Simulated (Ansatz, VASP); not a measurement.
# TaGa2: VASP beside Ansatz

```
CELL_PARAMETERS angstrom
-2.02633 2.02633 3.32340
2.02633 -2.02633 3.32340
2.02633 2.02633 -3.32340
ATOMIC_POSITIONS crystal
Ta 0.00000 0.00000 0.00000
Ga 0.59300 0.59300 0.00000
Ga 0.40700 0.40700 0.00000
```

Alike in both runs: task single point; functional PBE; k mesh 6 × 6 × 6; occupations gaussian, width 0.1 eV; no spin polarisation.

|  | VASP | Ansatz |
| --- | --- | --- |
| version | VASP 6.6.1 | Ansatz 0.2.0 |
| potentials or method | VASP PAW PBE potentials, release 64 (Ta_pv, Ga_d), cutoff 520 eV | scalar-relativistic, plane waves, PAW |
| valence electrons in the cell | 37 | 39 |

|  | VASP | Ansatz | Ansatz less VASP |
| --- | --- | --- | --- |
| gap on the k mesh at the Fermi level (eV) | none | none | - |
| rms of the force components (eV/Å) | 51.815 | 64.670 | +12.8548 |

Atom by atom the forces differ by 12.855 eV/Å (rms over components). A gap of «none» marks a metal or a gap that the smearing closes. VASP's potentials hold 37 valence electrons a cell and Ansatz's 39, so a difference there can come from the potentials and not from the codes.

The k mesh is coarse, so the values compare programs but aren't converged. Neither program's run includes spin-orbit coupling.
